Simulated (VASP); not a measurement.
Runs of VASP 6.6.1 on NaCl. Symmetry: Pm-3m, No. 221, cubic system. The conventional cell has a = 2.860 Å, b = 2.860 Å, c = 2.860 Å, α = 90.00°, β = 90.00°, γ = 90.00°. Na (site symmetry m-3m) has 8 Cl at 2.48 Å and 6 Na at 2.86 Å within 3.3 Å. Within 3.3 Å of Cl (site symmetry m-3m) lie 8 Na at 2.48 Å and 6 Cl at 2.86 Å. 

| level | gap on the mesh (eV) | pressure (GPa) |
| --- | --- | --- |
| PBE | 4.99 | 65.2 |
| BLYP | 5.17 | 69.8 |
| PBEsol | 4.78 | 60.1 |
| RPBE | (b) | (a) |
| revPBE | 5.14 | (c) |

Alike in all rows: task single point; potentials or basis VASP PAW PBE potentials, release 64 (Na_pv, Cl); no spin polarisation; cell as given; k mesh 7 × 7 × 7; cutoff (eV) 520; smearing gaussian 0.01 eV.

Fill in the values left out.

(a) 70.2; (b) 5.18; (c) 69.1.

Caveats: the PAW data sets were made with another functional, which shifts forces and pressure a little (some runs).

A k mesh can miss the band edges.
